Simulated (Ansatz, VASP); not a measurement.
One calculation of CsPbBr3, two programs

File INCAR:

```
  PREC = Accurate
  ENCUT = 520
  EDIFF = 1E-7
  ISMEAR = 0
  SIGMA = 0.05
  LREAL = False
  LASPH = True
  NELM = 100
  ALGO = Normal
  ISIF = 2
  LWAVE = False
  LCHARG = False
  GGA = PS
  NBANDS = 30
```

The input KPOINTS:

```
Automatic mesh
0
Gamma
  6 6 6
```

Contents of POSCAR:

```
CsPbBr3
1.0
    5.5765000000      0.0000000000      0.0000000000
    0.0000000000      5.5765000000      0.0000000000
    0.0000000000      0.0000000000      5.7232500000
Cs Pb Br
1 1 3
Direct
    0.0000000000      0.0000000000      0.0000000000
    0.5000000000      0.5000000000      0.5000000000
    0.0000000000      0.5000000000      0.5000000000
    0.5000000000      0.0000000000      0.5000000000
    0.5000000000      0.5000000000      0.0000000000
```

Input for Ansatz:

```yaml
crystal:
  lattice:
    - [5.5765, 0.0, 0.0]
    - [0.0, 5.5765, 0.0]
    - [0.0, 0.0, 5.72325]
  atoms:
    - { symbol: Cs, position: [0.0, 0.0, 0.0] }
    - { symbol: Pb, position: [0.5, 0.5, 0.5] }
    - { symbol: Br, position: [0.0, 0.5, 0.5] }
    - { symbol: Br, position: [0.5, 0.0, 0.5] }
    - { symbol: Br, position: [0.5, 0.5, 0.0] }
basis:
  ecutwfc: 420
kpoints:
  mp_grid: { grid: [6, 6, 6] }
hamiltonian:
  xc: pbesol
scf:
  occupations: { method: gaussian, width: 0.05 }
output:
  forces: true
  stress: true
  eigenvalues: true
```

Change from the starting cell: strain -0.050 along x and y, -0.025 along z, atoms carried along.

Alike in both runs: task single point; functional PBEsol; k mesh 6 × 6 × 6; occupations gaussian, width 0.05 eV; no spin polarisation.

```csv
,VASP,Ansatz
version,VASP 6.6.1,Ansatz 0.2.0
potentials or method,"VASP PAW PBE potentials, release 64 (Cs_sv, Pb_d, Br), cutoff 520 eV","scalar-relativistic, plane waves, PAW"
valence electrons in the cell,44,44
```

|  | VASP | Ansatz | Ansatz less VASP |
| --- | --- | --- | --- |
| gap on the k mesh at the Fermi level (eV) | 0.64 | 0.64 | 0.000 |
| least direct gap on the mesh (eV) | 0.64 | 0.64 | 0.000 |
| pressure (GPa) | 3.8 | 3.8 | -0.01 |
| traceless stress, the component that is largest in VASP (GPa) | -1.31 | -1.31 | +0.003 |

VASP's potentials were made for PBE, not for PBEsol.

Spin-orbit coupling is off throughout.
